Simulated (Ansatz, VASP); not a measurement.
# Cs2GaAg in VASP and in Ansatz

INCAR

```
SYSTEM = Cs2GaAg
ALGO = Normal
EDIFF = 1E-6
ENCUT = 520
GGA = PE
ISIF = 2
ISMEAR = 0
LASPH = .True.
LCHARG = .False.
LREAL = .False.
LWAVE = .False.
NBANDS = 29
NELM = 60
PREC = Accurate
SIGMA = 0.1
```

File KPOINTS:

```
k-points
0
Gamma
  6 6 2
  0 0 0
```

Contents of POSCAR:

```
Cs2GaAg
1.0
    4.6717454300      0.0000000000      0.0000000000
   -2.3358727100      4.0458502200      0.0000000000
    0.0000000000      0.0000000000      7.5693078100
Cs Ga Ag
2 1 1
Direct
    0.6666666700      0.3333333300      0.7485837300
    0.3333333300      0.6666666700      0.2514162700
    0.0000000000      0.0000000000      0.0000000000
    0.0000000000      0.0000000000      0.5000000000
```

Input for Ansatz:

```yaml
crystal:
  lattice:
    - [4.67174543, 0.0, 0.0]
    - [-2.33587271, 4.04585022, 0.0]
    - [0.0, 0.0, 7.56930781]
  atoms:
    - { symbol: Cs, position: [0.66666667, 0.33333333, 0.74858373] }
    - { symbol: Cs, position: [0.33333333, 0.66666667, 0.25141627] }
    - { symbol: Ga, position: [0.0, 0.0, 0.0] }
    - { symbol: Ag, position: [0.0, 0.0, 0.5] }
basis:
  ecutwfc: 420
kpoints:
  mp_grid: { grid: [6, 6, 2] }
hamiltonian:
  xc: pbe
scf:
  occupations: { method: gaussian, width: 0.1 }
  lower_state_search: "off"
output:
  forces: true
  stress: true
  eigenvalues: true
```

Change from the starting cell: species swapped into the TmAgTe2 type (P-3m1, No. 164).

Alike in both runs: task single point; functional PBE; k mesh 6 × 6 × 2; occupations gaussian, width 0.1 eV; no spin polarisation.

```csv
,VASP,Ansatz
version,VASP 6.6.1,Ansatz 0.2.0
potentials or method,"VASP PAW PBE potentials, release 64 (Cs_sv, Ga_d, Ag), cutoff 520 eV","scalar-relativistic, plane waves, PAW"
valence electrons in the cell,42,50
```

|  | VASP | Ansatz | Ansatz less VASP |
| --- | --- | --- | --- |
| gap on the k mesh at the Fermi level (eV) | none | none | - |
| pressure (GPa) | 7.1 | 7.0 | -0.09 |
| traceless stress, the component that is largest in VASP (GPa) | -1.04 | -1.05 | -0.009 |
| rms of the force components (eV/Å) | 0.171 | 0.171 | +0.0008 |

Atom by atom the forces differ by 0.001 eV/Å (rms over components). A gap of «none» marks a metal or a gap that the smearing closes. With one functional, cell and mesh, what is left measures potentials, basis and numerics. VASP's potentials hold 42 valence electrons a cell and Ansatz's 50, so a difference there can come from the potentials and not from the codes.

The k mesh is coarse, so the values compare programs but aren't converged. Neither program's run includes spin-orbit coupling.
